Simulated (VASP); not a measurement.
# FeNi3 (Pm-3m) in VASP: settings compared

Aim: see how the results for FeNi3 move with the level of theory and the settings. Levels: PBEsol, revPBE+D3(BJ), PBE, RPBE. Tasks: single point, relaxation of cell and atoms.

All numbers are computed with VASP 6.6.1; they aren't measurements. Logs are shortened: lines on timing, memory, paths and dates and some standing lists are left out, and cuts for length are marked.

## (1) The cell of the first run

Symmetry: Pm-3m, No. 221, cubic system. The conventional cell has a = 3.491 Å, b = 3.491 Å, c = 3.491 Å, α = 90.00°, β = 90.00°, γ = 90.00°. Within 3.3 Å of Fe (site symmetry m-3m) lie 12 Ni at 2.47 Å. Within 3.3 Å of Ni (site symmetry 4/mmm) lie 4 Fe at 2.47 Å and 8 Ni at 2.47 Å.

## (2) Single point, PBEsol, collinear spin, ferromagnetic start

File INCAR:

```
PREC = Accurate ; ENCUT = 520
EDIFF = 1E-6 ; ISMEAR = -1
SIGMA = 0.1 ; LREAL = False
LASPH = True ; NELM = 150
ALGO = Normal ; ISIF = 2
LWAVE = False ; LCHARG = False
ISPIN = 2 ; MAGMOM = 3.5 1.5 1.5 1.5
LORBIT = 11 ; LMAXMIX = 4
GGA = PS ; NBANDS = 31
```

File KPOINTS:

```
regular mesh
0
Gamma
  6 6 6
```

File POSCAR:

```
FeNi3
1.0
    3.4906495646      0.0000000000      0.0000000000
    0.0000000000      3.4906495646      0.0000000000
    0.0000000000      0.0000000000      3.4906495646
Fe Ni
1 3
Direct
    0.0000000000      0.0000000000      0.0000000000
    0.0000000000      0.5000000000      0.5000000000
    0.5000000000      0.0000000000      0.5000000000
    0.5000000000      0.5000000000      0.0000000000
```

Potentials or basis: VASP PAW PBE potentials, release 64 (Fe, Ni).

Started as:

```sh
> cat potpaw_PBE.64/Fe/POTCAR potpaw_PBE.64/Ni/POTCAR > POTCAR
> mpirun -np 1 vasp_std > vasp.out
```

OUTCAR:

```text
PREC = Accurate
   ENCUT = 520
   EDIFF = 1E-6
   ISMEAR = -1
   LREAL = False
   LASPH = True
   NELM = 150
   ISIF = 2
   ISPIN = 2
   LORBIT = 11
   GGA = PS

 ion  position               nearest neighbor table
   1  0.000  0.000  0.000-   2 2.47   3 2.47   4 2.47   2 2.47   3 2.47   2 2.47   4 2.47   2 2.47
                             3 2.47   4 2.47   3 2.47   4 2.47
   2  0.000  0.500  0.500-   1 2.47   3 2.47   4 2.47   1 2.47   4 2.47   1 2.47   3 2.47   1 2.47
                             3 2.47   4 2.47   4 2.47   3 2.47
   3  0.500  0.000  0.500-   1 2.47   2 2.47   4 2.47   1 2.47   4 2.47   2 2.47   4 2.47   4 2.47
                             1 2.47   2 2.47   1 2.47   2 2.47
   4  0.500  0.500  0.000-   1 2.47   2 2.47   3 2.47   2 2.47   3 2.47   1 2.47   3 2.47   3 2.47
                             1 2.47   2 2.47   2 2.47   1 2.47

  LATTYP: Found a simple cubic cell.
 ALAT       =     3.4906495646

  Lattice vectors:

 A1 = (   3.4906495646,   0.0000000000,   0.0000000000)
 A2 = (   0.0000000000,   3.4906495646,   0.0000000000)
 A3 = (   0.0000000000,   0.0000000000,   3.4906495646)

Analysis of symmetry for initial positions (statically):
=====================================================================
 Subroutine PRICEL returns:
 Original cell was already a primitive cell.

 Routine SETGRP: Setting up the symmetry group for a
 simple cubic supercell.

 Subroutine GETGRP returns: Found 48 space group operations
 (whereof 48 operations were pure point group operations)
 out of a pool of 48 trial point group operations.

The static configuration has the point symmetry O_h .

Analysis of symmetry for dynamics (positions and initial velocities):
=====================================================================
 Subroutine PRICEL returns:
 Original cell was already a primitive cell.

 Routine SETGRP: Setting up the symmetry group for a
 simple cubic supercell.

 Subroutine GETGRP returns: Found 48 space group operations
 (whereof 48 operations were pure point group operations)
 out of a pool of 48 trial point group operations.

The dynamic configuration has the point symmetry O_h .

Analysis of structural, dynamic, and magnetic symmetry:
=====================================================================
 Subroutine PRICEL returns:
 Original cell was already a primitive cell.

 Routine SETGRP: Setting up the symmetry group for a
 simple cubic supercell.

 Subroutine GETGRP returns: Found 48 space group operations
 (whereof 48 operations were pure point group operations)
 out of a pool of 48 trial point group operations.

The overall configuration has the point symmetry O_h .

 Subroutine INISYM returns: Found 48 space group operations
 (whereof 48 operations are pure point group operations),
 and found     1 'primitive' translations

----------------------------------------------------------------------------------------

                                     Primitive cell

  volume of cell :      42.5323

  direct lattice vectors                    reciprocal lattice vectors
     3.490649565  0.000000000  0.000000000     0.286479631  0.000000000  0.000000000
     0.000000000  3.490649565  0.000000000     0.000000000  0.286479631  0.000000000
     0.000000000  0.000000000  3.490649565     0.000000000  0.000000000  0.286479631

  length of vectors
     3.490649565  3.490649565  3.490649565     0.286479631  0.286479631  0.286479631

  position of ions in fractional coordinates (direct lattice)
     0.000000000  0.000000000  0.000000000
     0.000000000  0.500000000  0.500000000
     0.500000000  0.000000000  0.500000000
     0.500000000  0.500000000  0.000000000

  ion indices of the primitive-cell ions
   primitive index   ion index
                 1           1
                 2           2
                 3           3
                 4           4

----------------------------------------------------------------------------------------

 KPOINTS: regular mesh

Automatic generation of k-mesh.
 Grid dimensions read from file:
 generate k-points for:    6    6    6

 Generating k-lattice:

  Cartesian coordinates                     Fractional coordinates (reciprocal lattice)
     0.047746605  0.000000000  0.000000000     0.166666667  0.000000000  0.000000000
     0.000000000  0.047746605  0.000000000     0.000000000  0.166666667  0.000000000
     0.000000000  0.000000000  0.047746605     0.000000000  0.000000000  0.166666667

  Length of vectors
     0.047746605  0.047746605  0.047746605

  Shift w.r.t. Gamma in fractional coordinates (k-lattice)
     0.000000000  0.000000000  0.000000000

 Subroutine IBZKPT returns following result:
 ===========================================

 Found     20 irreducible k-points:

 Following reciprocal coordinates:
            Coordinates               Weight
  0.000000  0.000000  0.000000      1.000000
  0.166667  0.000000  0.000000      6.000000
  0.333333  0.000000  0.000000      6.000000
  0.500000  0.000000  0.000000      3.000000
  0.166667  0.166667  0.000000     12.000000
  0.333333  0.166667  0.000000     24.000000
[... 12 lines left out ...]
  0.500000  0.500000  0.333333      6.000000
  0.500000  0.500000  0.500000      1.000000
   k-points           NKPTS =     20   k-points in BZ     NKDIM =     20   number of bands    NBANDS=     31
   number of dos      NEDOS =    301   number of ions     NIONS =      4
   total plane-waves  NPLWV =  21952
   dimension x,y,z NGX =    28 NGY =   28 NGZ =   28
   dimension x,y,z NGXF=    56 NGYF=   56 NGZF=   56
   ions per type =               1   3
   NGX,Y,Z   is equivalent  to a cutoff of  13.34, 13.34, 13.34 a.u.
   NGXF,Y,Z  is equivalent  to a cutoff of  26.67, 26.67, 26.67 a.u.
 SYSTEM =  unknown system
   PREC   = accura    normal or accurate (medium, high low for compatibility)
   ISTART =      0    job   : 0-new  1-cont  2-samecut
   ICHARG =      2    charge: 1-file 2-atom 10-const
   ISPIN  =      2    spin polarized calculation?
   LNONCOLLINEAR =      F non collinear calculations
   LSORBIT =      F    spin-orbit coupling
   LASPH  =      T    aspherical Exc in radial PAW
   ENCUT  =  520.0 eV  38.22 Ry    6.18 a.u.   6.49  6.49  6.49*2*pi/ulx,y,z
   NELM   =    150;   NELMIN=  2; NELMDL= -5     # of ELM steps
   EDIFF  = 0.1E-05   stopping-criterion for ELM
   LREAL  =      F    real-space projection
   EDIFFG = 0.1E-04   stopping-criterion for IOM
   NSW    =      0    number of steps for IOM
   IBRION =     -1    ionic relax: 0-MD 1-quasi-New 2-CG
   NFREE  =      0    steps in history (QN), initial steepest desc. (CG)
   ISIF   =      2    stress and relaxation
   ISYM   =      2    0-nonsym 1-usesym 2-fastsym
   POTIM  = 0.5000    time-step for ionic-motion
   TEBEG  =    0.0;   TEEND  =   0.0 temperature during run
   PSTRESS=    0.0 pullay stress
   NELECT =      38.0000    total number of electrons
   NUPDOWN=      -1.0000    fix difference up-down
   EMIN   =  10.00;   EMAX   =-10.00  energy-range for DOS
   EFERMI =   0.00;   METHOD = LEGACY
   ISMEAR =    -1;   SIGMA  =   0.10  broadening in eV -4-tet -1-fermi 0-gaus
   EFERMI_NEDOS =   21; number of points for ismear=-14 and -15
   IALGO  =     38    algorithm
   IMIX   =      4    mixing-type and parameters
     AMIX     =   0.40;   BMIX     =  1.00
     AMIX_MAG =   1.60;   BMIX_MAG =  1.00
  volume/ion in A,a.u.               =      10.63        71.76
  Fermi-wavevector in a.u.,A,eV,Ry     =   1.576751  2.979627 33.826038  2.486144
  Thomas-Fermi vector in A             =   2.677537
   LORBIT       =     11    0 simple, 1 ext, 2 COOP (PROOUT), +10 PAW based schemes
   GGA     = PS    functional components
   LHFCALC =     F    Hartree Fock is set to
   AEXX    =    0.0000 exact exchange contribution
   IVDW    =     0    specifies the selected vdW correction
   LEPSILON=     F    determine dielectric tensor
   LRPA    =     F    only Hartree local field effects (RPA)
 spin polarized calculation
  energy-cutoff  :      520.00
  volume of cell :       42.53
 maximum number of plane-waves:      1189
 NGX is ok and might be reduce to    28
   NGX = 13   NGY = 13   NGZ = 13

 number of electron      37.9999983 magnetization       4.8164915

 Free energy of the ion-electron system (eV)
  ---------------------------------------------------
  ext. energy  EPLUGINS =         0.00000000
  ---------------------------------------------------
  free energy    TOTEN  =       -27.69596223 eV

  energy without entropy =      -27.59771335  energy(sigma->0) =      -27.64683779

 E-fermi :   8.9665     XC(G=0): -13.5908

 val. band max:        8.9428490795   @ k =   0.5000   0.1667   0.1667
 cond. band min:       8.9955808705   @ k =   0.0000   0.0000   0.0000
 fundamental gap:      0.0527317911
 Fermi energy:         8.9665091273

 spin component 1

 k-point     1 :       0.0000    0.0000    0.0000
  band No.  band energies     occupation
      1      -0.4365      1.00000
      2       3.4499      1.00000
      3       3.4499      1.00000
      4       4.0692      1.00000
      5       4.2138      1.00000
      6       4.2138      1.00000
[... 669 lines left out ...]
     30      30.8157      0.00000
     31      30.8198      0.00000
 Fermi energy:         8.9665091273

 spin component 2

 k-point     1 :       0.0000    0.0000    0.0000
  band No.  band energies     occupation
      1      -0.3409      1.00000
      2       4.4607      1.00000
      3       4.4607      1.00000
      4       4.4808      1.00000
      5       5.1912      1.00000
      6       5.1912      1.00000
[... 669 lines left out ...]
     30      30.7309      0.00000
     31      30.7426      0.00000

------------------------ aborting loop because EDIFF is reached ----------------------------------------

  FORCE on cell =-STRESS in cart. coord.  units (eV):
  Direction    XX          YY          ZZ          XY          YZ          ZX
  --------------------------------------------------------------------------------------
  -------------------------------------------------------------------------------------
  Total       -0.0047760     -0.0047760     -0.0047760      0.0000000      0.0000000     -0.0000000
  in kB       -0.1799114     -0.1799114     -0.1799114      0.0000000      0.0000000     -0.0000000
  external PRESSURE =      -0.1799114 kB  Pullay stress =       0.0000000 kB

 VOLUME and BASIS-vectors are now :
 -----------------------------------------------------------------------------
  energy-cutoff  :      520.00
  volume of cell :       42.53
      direct lattice vectors                 reciprocal lattice vectors
     3.490649565  0.000000000  0.000000000     0.286479631  0.000000000  0.000000000
     0.000000000  3.490649565  0.000000000     0.000000000  0.286479631  0.000000000
     0.000000000  0.000000000  3.490649565     0.000000000  0.000000000  0.286479631

 POSITION                                       TOTAL-FORCE (eV/Angst)
 -----------------------------------------------------------------------------------
      0.00000      0.00000      0.00000         0.000000      0.000000      0.000000
      0.00000      1.74532      1.74532         0.000000      0.000000      0.000000
      1.74532      0.00000      1.74532         0.000000      0.000000      0.000000
      1.74532      1.74532      0.00000         0.000000      0.000000      0.000000
 -----------------------------------------------------------------------------------
    total drift:                                0.000000      0.000000      0.000000

  FREE ENERGIE OF THE ION-ELECTRON SYSTEM (eV)
  ---------------------------------------------------
  free  energy   TOTEN  =       -27.6959622316 eV

  energy  without entropy=      -27.5977133505  energy(sigma->0) =      -27.64683779

 total charge

# of ion       s       p       d       tot
------------------------------------------
    1        0.495   0.544   6.150   7.190
    2        0.528   0.558   8.339   9.424
    3        0.528   0.558   8.339   9.424
    4        0.528   0.558   8.339   9.424
--------------------------------------------------
tot          2.078   2.219  31.166  35.463

 magnetization (x)

# of ion       s       p       d       tot
------------------------------------------
    1        0.010   0.003   2.834   2.847
    2       -0.014  -0.041   0.708   0.654
    3       -0.014  -0.041   0.708   0.654
    4       -0.014  -0.041   0.708   0.654
--------------------------------------------------
tot         -0.031  -0.119   4.958   4.808
```

Wall time 33 s (1 thread of Intel Xeon 6975P-C (Granite Rapids), shared host); peak memory 0.19 GiB.

What came out:

- Free energy: -27.6960 eV
- Pressure: 0.0 GPa
- Net moment: 4.82 μB per cell
- Site moments: Fe +2.85; Ni +0.65 μB
- Valence electrons inside the program's atomic spheres: Fe 7.19; Ni 9.42

Caveat: the PAW data sets were made with another functional, which shifts forces and pressure a little.

## (3) Single point, revPBE+D3(BJ), collinear spin, ferromagnetic start

This run uses another cell than the first one, of 10.68 Å³/atom.

File INCAR:

```
  PREC = Accurate
  ENCUT = 520
  EDIFF = 1E-7
  ISMEAR = -1
  SIGMA = 0.1
  LREAL = F
  LASPH = T
  NELM = 150
  ALGO = Normal
  ISIF = 2
  LWAVE = F
  LCHARG = F
  ISPIN = 2
  MAGMOM = 3.5 1.5 1.5 1.5
  LORBIT = 11
  LMAXMIX = 4
  GGA = RE
  IVDW = 12
  NBANDS = 31
```

KPOINTS is that of step 2.

File POSCAR:

```
FeNi3
1.0
    3.4963097840      0.0000000000      0.0000000000
    0.0000000000      3.4963097840      0.0000000000
    0.0000000000      0.0000000000      3.4963097840
Fe Ni
1 3
Direct
    0.0000000000      0.0000000000      0.0000000000
    0.0000000000      0.5000000000      0.5000000000
    0.5000000000      0.0000000000      0.5000000000
    0.5000000000      0.5000000000      0.0000000000
```

Potentials or basis: VASP PAW PBE potentials, release 64 (Fe, Ni).

Started as:

```sh
> cat potpaw_PBE.64/Fe/POTCAR potpaw_PBE.64/Ni/POTCAR > POTCAR
> mpirun -np 1 vasp_std > vasp.out
```

OUTCAR:

```text
PREC = Accurate
   ENCUT = 520
   EDIFF = 1E-7
   ISMEAR = -1
   LREAL = F
   LASPH = T
   NELM = 150
   ISIF = 2
   ISPIN = 2
   LORBIT = 11
   GGA = RE
   IVDW = 12
 IVDW          = 12

 ion  position               nearest neighbor table
   1  0.000  0.000  0.000-   2 2.47   3 2.47   4 2.47   2 2.47   3 2.47   2 2.47   4 2.47   2 2.47
                             3 2.47   4 2.47   3 2.47   4 2.47
   2  0.000  0.500  0.500-   1 2.47   3 2.47   4 2.47   1 2.47   4 2.47   1 2.47   3 2.47   1 2.47
                             3 2.47   4 2.47   4 2.47   3 2.47
   3  0.500  0.000  0.500-   1 2.47   2 2.47   4 2.47   1 2.47   4 2.47   2 2.47   4 2.47   4 2.47
                             1 2.47   2 2.47   1 2.47   2 2.47
   4  0.500  0.500  0.000-   1 2.47   2 2.47   3 2.47   2 2.47   3 2.47   1 2.47   3 2.47   3 2.47
                             1 2.47   2 2.47   2 2.47   1 2.47

  LATTYP: Found a simple cubic cell.
 ALAT       =     3.4963097840

  Lattice vectors:

 A1 = (   3.4963097840,   0.0000000000,   0.0000000000)
 A2 = (   0.0000000000,   3.4963097840,   0.0000000000)
[... 1566 lines left out ...]

  FORCE on cell =-STRESS in cart. coord.  units (eV):
  Direction    XX          YY          ZZ          XY          YZ          ZX
  --------------------------------------------------------------------------------------
  -------------------------------------------------------------------------------------
  Total      -0.03159    -0.03159    -0.03159     0.00000     0.00000     0.00000
  in kB      -1.18431    -1.18431    -1.18431     0.00000     0.00000     0.00000
  external pressure =       -1.18 kB  Pullay stress =        0.00 kB

 VOLUME and BASIS-vectors are now :
 -----------------------------------------------------------------------------
  energy-cutoff  :      520.00
  volume of cell :       42.74
      direct lattice vectors                 reciprocal lattice vectors
     3.496309784  0.000000000  0.000000000     0.286015846  0.000000000  0.000000000
     0.000000000  3.496309784  0.000000000     0.000000000  0.286015846  0.000000000
     0.000000000  0.000000000  3.496309784     0.000000000  0.000000000  0.286015846

 POSITION                                       TOTAL-FORCE (eV/Angst)
 -----------------------------------------------------------------------------------
      0.00000      0.00000      0.00000         0.000000      0.000000      0.000000
      0.00000      1.74815      1.74815         0.000000      0.000000      0.000000
      1.74815      0.00000      1.74815         0.000000      0.000000      0.000000
      1.74815      1.74815      0.00000         0.000000      0.000000      0.000000
 -----------------------------------------------------------------------------------
    total drift:                                0.000000      0.000000      0.000000

  FREE ENERGIE OF THE ION-ELECTRON SYSTEM (eV)
  ---------------------------------------------------
  free  energy   TOTEN  =       -26.8089681391 eV

  energy  without entropy=      -26.7142079284  energy(sigma->0) =      -26.76158803

 total charge

# of ion       s       p       d       tot
------------------------------------------
    1        0.491   0.538   6.142   7.170
    2        0.522   0.549   8.336   9.406
    3        0.522   0.549   8.336   9.406
    4        0.522   0.549   8.336   9.406
--------------------------------------------------
tot          2.056   2.184  31.149  35.389

 magnetization (x)

# of ion       s       p       d       tot
------------------------------------------
    1        0.012  -0.001   2.869   2.880
    2       -0.015  -0.046   0.720   0.659
    3       -0.015  -0.046   0.720   0.659
    4       -0.015  -0.046   0.720   0.659
--------------------------------------------------
tot         -0.034  -0.138   5.030   4.858
```

Run time: 44 s. Hardware: 1 thread of Intel Xeon 6975P-C (Granite Rapids), shared host; peak memory 0.2 GiB.

What came out:

* Free energy: -26.8090 eV
* Pressure: -0.1 GPa
* Net moment: 4.85 μB per cell
* Site moments: Fe +2.88; Ni +0.66 μB
* Valence electrons inside the program's atomic spheres: Fe 7.17; Ni 9.41
* Dispersion energy per atom: -0.861 eV

Caveat: the PAW data sets were made with another functional, which shifts forces and pressure a little.

## (4) Single point, PBE, collinear spin, ferromagnetic start

This run uses another cell than the first one, of 11.15 Å³/atom.

File INCAR:

```
PREC = Accurate
ENCUT = 520
EDIFF = 1E-6
ISMEAR = -1
SIGMA = 0.1
LREAL = F
LASPH = T
NELM = 150
ALGO = Normal
ISIF = 2
LWAVE = F
LCHARG = F
ISPIN = 2
MAGMOM = 3.5 1.5 1.5 1.5
LORBIT = 11
LMAXMIX = 4
GGA = PE
NBANDS = 31
```

File KPOINTS:

```
Automatic mesh
0
Gamma
  6 6 6
```

File POSCAR:

```
FeNi3
1.0
    3.5458760031      0.0000000000      0.0000000000
    0.0000000000      3.5458760031      0.0000000000
    0.0000000000      0.0000000000      3.5458760031
Fe Ni
1 3
Direct
    0.0000000000      0.0000000000      0.0000000000
    0.0000000000      0.5000000000      0.5000000000
    0.5000000000      0.0000000000      0.5000000000
    0.5000000000      0.5000000000      0.0000000000
```

Started as:

```sh
> cat potpaw_PBE.64/Fe/POTCAR potpaw_PBE.64/Ni/POTCAR > POTCAR
> mpirun -np 1 vasp_std > vasp.out
```

It took 35 s on 1 thread of Intel Xeon 6975P-C (Granite Rapids), shared host; peak memory 0.18 GiB.

Results (log left out):

| Item | Value |
| --- | --- |
| Free energy | -25.0568 eV |
| Pressure | 0.1 GPa |
| Net moment | 4.88 μB per cell |
| Site moments | Fe +2.91; Ni +0.66 μB |
| Valence electrons inside the program's atomic spheres | Fe 7.09; Ni 9.33 |

Levels at points of the mesh, in eV from the Fermi level:
Spin up:
```tsv
k point	band 18	band 19	band 20	band 21	band 22	band 23	band 24	band 25
(0.00, 0.00, 0.00)	-0.71	-0.64	-0.64	-0.64	2.27	2.27	2.27	8.85
(0.50, 0.00, 0.00)	-1.54	-1.41	-1.05	-0.70	-0.64	7.49	7.49	7.53
(0.50, 0.50, 0.00)	-1.71	-1.52	-1.48	0.73	0.73	0.79	0.81	11.15
(0.50, 0.50, 0.50)	-0.81	-0.81	-0.81	-0.47	-0.47	-0.47	-0.35	5.43
```
Spin down:
```tsv
k point	band 15	band 16	band 17	band 18	band 19	band 20
(0.00, 0.00, 0.00)	0.31	0.31	1.03	1.03	1.28	1.28
(0.50, 0.00, 0.00)	-0.83	-0.38	-0.09	-0.09	0.31	0.56
(0.50, 0.50, 0.00)	-1.17	-0.78	-0.63	0.21	0.21	0.45
(0.50, 0.50, 0.50)	-0.43	-0.43	0.09	0.09	0.09	0.82
```

[end of part 1 of 2]
